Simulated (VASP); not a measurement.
# BiTe (Immm) in VASP: further runs

The runs below take BiTe through single point, with PBEsol.

Everything below comes from runs of VASP 6.6.1. Logs are shortened: lines on timing, memory, paths and dates and some standing lists are left out, and cuts for length are marked.

### Step 1. The cell of the first run

The structure is orthorhombic, space group Immm (No. 71). The conventional cell has a = 4.471 Å, b = 4.572 Å, c = 6.394 Å, α = 90.00°, β = 90.00°, γ = 90.00°. Bi (site symmetry mmm) has 6 Te at 3.20 Å within 4.2 Å. Within 4.2 Å of Te (site symmetry mmm) lie 6 Bi at 3.20 Å.

### Step 2. Single point, PBEsol (strain +0.0225 x Voigt [0, 0, 0, 0, 0, 1])

Contents of INCAR:

```
SYSTEM = BiTe
ALGO     = Normal         ! electronic algorithm
EDIFF    = 1E-6           ! SCF threshold, eV
ENCUT    = 520            ! plane-wave cutoff, eV
GGA      = PS             ! functional
ISIF     = 2              ! what is computed and relaxed
ISMEAR   = 0              ! smearing method
LASPH    = .True.         ! aspherical terms in the spheres
LCHARG   = .True.         ! write CHGCAR
LELF     = .True.         ! ELF
LREAL    = .False.        ! projectors in reciprocal space
LVHAR    = .True.       
LWAVE    = .False.        ! write WAVECAR
NBANDS   = 18             ! bands
NELM     = 80             ! most SCF steps
PREC     = Accurate       ! precision mode
SIGMA    = 0.15           ! smearing width, eV
```

Contents of KPOINTS:

```
k-points
0
Gamma
  16 16 16
  0 0 0
```

Contents of POSCAR:

```
BiTe
1.0
    0.0359679806      3.1971538327      3.1971538327
    3.1971538327      0.0359679806      3.1971538327
    3.2331218133      3.2331218133      0.0000000000
Bi Te
1 1
Direct
    0.0000000000      0.0000000000      0.0000000000
    0.5000000000      0.5000000000      0.5000000000
```

Potentials or basis: VASP PAW PBE potentials, release 64 (Bi_d, Te).

Started as:

```bash
cat potpaw_PBE.64/Bi_d/POTCAR potpaw_PBE.64/Te/POTCAR > POTCAR
mpirun -np 1 vasp_std > vasp.out
```

OUTCAR:

```text
SYSTEM = BiTe
   EDIFF = 1E-6
   ENCUT = 520
   GGA = PS
   ISIF = 2
   ISMEAR = 0
   LASPH = .True.
   LREAL = .False.
   NELM = 80
   PREC = Accurate

 ion  position               nearest neighbor table
   1  0.000  0.000  0.000-   2 3.20   2 3.20   2 3.20   2 3.20   2 3.20   2 3.20
   2  0.500  0.500  0.500-   1 3.20   1 3.20   1 3.20   1 3.20   1 3.20   1 3.20

  LATTYP: Found a body centered orthorhombic cell.
 ALAT       =     4.4705919052
 B/A-ratio  =     1.0227560050
 C/A-ratio  =     1.4303044879

  Lattice vectors:

 A1 = (   3.1971538327,   0.0359679806,  -3.1971538327)
 A2 = (  -3.1971538327,  -0.0359679806,  -3.1971538327)
 A3 = (   0.0359679806,   3.1971538327,   3.1971538327)

Analysis of symmetry for initial positions (statically):
=====================================================================
 Subroutine PRICEL returns:
 Original cell was already a primitive cell.

 Routine SETGRP: Setting up the symmetry group for a
 body centered orthorhombic supercell.

 Subroutine GETGRP returns: Found  8 space group operations
 (whereof  8 operations were pure point group operations)
 out of a pool of  8 trial point group operations.

The static configuration has the point symmetry D_2h.

Analysis of symmetry for dynamics (positions and initial velocities):
=====================================================================
 Subroutine PRICEL returns:
 Original cell was already a primitive cell.

 Routine SETGRP: Setting up the symmetry group for a
 body centered orthorhombic supercell.

 Subroutine GETGRP returns: Found  8 space group operations
 (whereof  8 operations were pure point group operations)
 out of a pool of  8 trial point group operations.

The dynamic configuration has the point symmetry D_2h.

 Subroutine INISYM returns: Found  8 space group operations
 (whereof  8 operations are pure point group operations),
 and found     1 'primitive' translations

----------------------------------------------------------------------------------------

                                     Primitive cell

  volume of cell :      65.3530

  direct lattice vectors                    reciprocal lattice vectors
     0.035967981  3.197153833  3.197153833    -0.158168492  0.158168492  0.156389097
     3.197153833  0.035967981  3.197153833     0.158168492 -0.158168492  0.156389097
     3.233121813  3.233121813  0.000000000     0.154649292  0.154649292 -0.156389097

  length of vectors
     4.521601371  4.521601371  4.572324717     0.272932397  0.272932397  0.268868661

  position of ions in fractional coordinates (direct lattice)
     0.000000000  0.000000000  0.000000000
[... 79 lines left out ...]
   LREAL  =      F    real-space projection
   EDIFFG = 0.1E-04   stopping-criterion for IOM
   NSW    =      0    number of steps for IOM
   IBRION =     -1    ionic relax: 0-MD 1-quasi-New 2-CG
   NFREE  =      0    steps in history (QN), initial steepest desc. (CG)
   ISIF   =      2    stress and relaxation
   ISYM   =      2    0-nonsym 1-usesym 2-fastsym
   POTIM  = 0.5000    time-step for ionic-motion
   TEBEG  =    0.0;   TEEND  =   0.0 temperature during run
   PSTRESS=    0.0 pullay stress
   NELECT =      21.0000    total number of electrons
   NUPDOWN=      -1.0000    fix difference up-down
   EMIN   =  10.00;   EMAX   =-10.00  energy-range for DOS
   EFERMI =   0.00;   METHOD = LEGACY
   ISMEAR =     0;   SIGMA  =   0.15  broadening in eV -4-tet -1-fermi 0-gaus
   EFERMI_NEDOS =   21; number of points for ismear=-14 and -15
   IALGO  =     38    algorithm
   IMIX   =      4    mixing-type and parameters
     AMIX     =   0.40;   BMIX     =  1.00
     AMIX_MAG =   1.60;   BMIX_MAG =  1.00
  volume/ion in A,a.u.               =      32.68       220.51
  Fermi-wavevector in a.u.,A,eV,Ry     =   1.121311  2.118970 17.107125  1.257338
  Thomas-Fermi vector in A             =   2.257964
   LORBIT       =      0    0 simple, 1 ext, 2 COOP (PROOUT), +10 PAW based schemes
   GGA     = PS    functional components
   LHFCALC =     F    Hartree Fock is set to
   AEXX    =    0.0000 exact exchange contribution
   IVDW    =     0    specifies the selected vdW correction
   LEPSILON=     F    determine dielectric tensor
   LRPA    =     F    only Hartree local field effects (RPA)
 non-spin polarized calculation
 Gauss-broadening in eV      SIGMA  =   0.15
  energy-cutoff  :      520.00
  volume of cell :       65.35
 maximum number of plane-waves:      1795
 NGX is ok and might be reduce to    36
   NGX = 17   NGY = 17   NGZ = 17

 number of electron      21.0000003 magnetization

 Free energy of the ion-electron system (eV)
  ---------------------------------------------------
  ext. energy  EPLUGINS =         0.00000000
  ---------------------------------------------------
  free energy    TOTEN  =        -7.99417111 eV

  energy without entropy =       -7.97814803  energy(sigma->0) =       -7.98615957

 E-fermi :   6.9179     XC(G=0):  -9.7513

 val. band max:        6.9174006509   @ k =  -0.1875  -0.0000   0.1250
 cond. band min:       6.9198172636   @ k =   0.0625   0.0625   0.3125
 fundamental gap:      0.0024166126
 Fermi energy:         6.9179004070

 k-point     1 :       0.0000    0.0000    0.0000
  band No.  band energies     occupation
      1     -16.1500      2.00000
      2     -16.1497      2.00000
      3     -16.1441      2.00000
      4     -16.1432      2.00000
      5     -16.1416      2.00000
      6      -6.8601      2.00000
[... 481 lines left out ...]
      5     -16.1416      2.00000
      6      -6.7608      2.00000
[... 10 lines left out ...]
     17      13.4656      0.00000
     18      14.1060      0.00000

 [... further k-points ...]

------------------------ aborting loop because EDIFF is reached ----------------------------------------

  FORCE on cell =-STRESS in cart. coord.  units (eV):
  Direction    XX          YY          ZZ          XY          YZ          ZX
  --------------------------------------------------------------------------------------
  -------------------------------------------------------------------------------------
  Total        0.0087020      0.0087020      0.0207637      0.0140258      0.0000000      0.0000000
  in kB        0.2133351      0.2133351      0.5090378      0.3438534      0.0000000      0.0000000
  external PRESSURE =       0.3119026 kB  Pullay stress =       0.0000000 kB

 VOLUME and BASIS-vectors are now :
 -----------------------------------------------------------------------------
  energy-cutoff  :      520.00
  volume of cell :       65.35
      direct lattice vectors                 reciprocal lattice vectors
     0.035967981  3.197153833  3.197153833    -0.158168492  0.158168492  0.156389097
     3.197153833  0.035967981  3.197153833     0.158168492 -0.158168492  0.156389097
     3.233121813  3.233121813  0.000000000     0.154649292  0.154649292 -0.156389097

 POSITION                                       TOTAL-FORCE (eV/Angst)
 -----------------------------------------------------------------------------------
      0.00000      0.00000      0.00000         0.000000     -0.000000      0.000000
      3.23312      3.23312      3.19715        -0.000000      0.000000      0.000000
 -----------------------------------------------------------------------------------
    total drift:                               -0.000000      0.000000      0.000000

  FREE ENERGIE OF THE ION-ELECTRON SYSTEM (eV)
  ---------------------------------------------------
  free  energy   TOTEN  =        -7.9941711138 eV

  energy  without entropy=       -7.9781480307  energy(sigma->0) =       -7.98615957
```

OSZICAR:

```text
N       E                     dE             d eps       ncg     rms          rms(c)
DAV:   1     0.158789915053E+03    0.15879E+03   -0.98498E+03 22388   0.113E+03
DAV:   2     0.400411594720E+01   -0.15479E+03   -0.15074E+03 24052   0.310E+02
DAV:   3    -0.767812220797E+01   -0.11682E+02   -0.11547E+02 27338   0.890E+01
DAV:   4    -0.800358856581E+01   -0.32547E+00   -0.32487E+00 27230   0.158E+01
DAV:   5    -0.801760873436E+01   -0.14020E-01   -0.14019E-01 30868   0.311E+00    0.699E+00
DAV:   6    -0.799422256825E+01    0.23386E-01   -0.66613E-02 32202   0.180E+00    0.433E+00
DAV:   7    -0.799477201351E+01   -0.54945E-03   -0.22718E-02 27202   0.912E-01    0.345E-01
DAV:   8    -0.799411781830E+01    0.65420E-03   -0.44019E-03 28784   0.489E-01    0.102E-01
DAV:   9    -0.799417238024E+01   -0.54562E-04   -0.38695E-04 24768   0.120E-01    0.417E-02
DAV:  10    -0.799417277170E+01   -0.39146E-06   -0.12883E-05 30552   0.198E-02    0.282E-02
DAV:  11    -0.799417147169E+01    0.13000E-05   -0.12379E-06 20954   0.585E-03    0.599E-03
DAV:  12    -0.799417111380E+01    0.35789E-06   -0.28827E-07 12984   0.434E-03
   1 F= -.79941711E+01 E0= -.79861596E+01  d E =-.160231E-01
```

stdout:

```text
POSCAR found type information on POSCAR BiTe
 POSCAR found :  2 types and       2 ions
 scaLAPACK will be used
 -----------------------------------------------------------------------------
|                                                                             |
|                                                                             |
|     You enforced a specific xc type in the INCAR file but a different       |
|     I HOPE YOU KNOW WHAT YOU ARE DOING!                                     |
|                                                                             |
 -----------------------------------------------------------------------------

 LDA part: xc-table for (Slater+PW92), standard interpolation
 POSCAR, INCAR and KPOINTS ok, starting setup
 FFT: planning ... GRIDC
 FFT: planning ... GRID_SOFT
 FFT: planning ... GRID
 WAVECAR not read
 entering main loop
```

It took 4.7 min on 1 thread of Intel Xeon 6975P-C (Granite Rapids), shared host; peak memory 0.79 GiB.

What came out:

```
Free energy            : -7.9942 eV
Pressure               : 0.0 GPa
Band gap on the k mesh : zero (an odd number of electrons rules out a gap without spin polarisation)
```

Levels at points of the mesh, in eV from the Fermi level:
```csv
k point,band 6,band 7,band 8,band 9,band 10,band 11,band 12,band 13,band 14,band 15
"(0.00, 0.00, 0.00)",-13.78,-8.00,-2.72,-2.62,-2.51,2.20,2.23,2.28,4.45,4.59
"(0.50, 0.00, 0.00)",-11.70,-11.36,-2.03,-1.98,-1.63,-0.94,-0.76,-0.68,7.35,7.82
"(0.50, 0.50, 0.00)",-11.90,-9.96,-5.91,-4.28,-4.06,2.06,3.73,3.82,5.22,8.82
"(0.00, 0.00, 0.50)",-11.74,-11.40,-1.96,-1.90,-1.54,-0.83,-0.65,-0.60,7.28,7.69
"(0.50, 0.00, 0.50)",-11.90,-9.96,-5.91,-4.17,-4.17,2.05,3.75,3.77,5.22,8.80
```

Caveat: the cell differs from its parent crystal (strain +0.0225 x Voigt [0, 0, 0, 0, 0, 1]); the PAW data sets were made with another functional, which shifts forces and pressure a little; spin-orbit coupling is left out, which moves the levels of the heavy elements; an odd number of electrons without spin polarisation forces a metal; a magnetic or distorted state may lie lower.

[end of part 1 of 2]
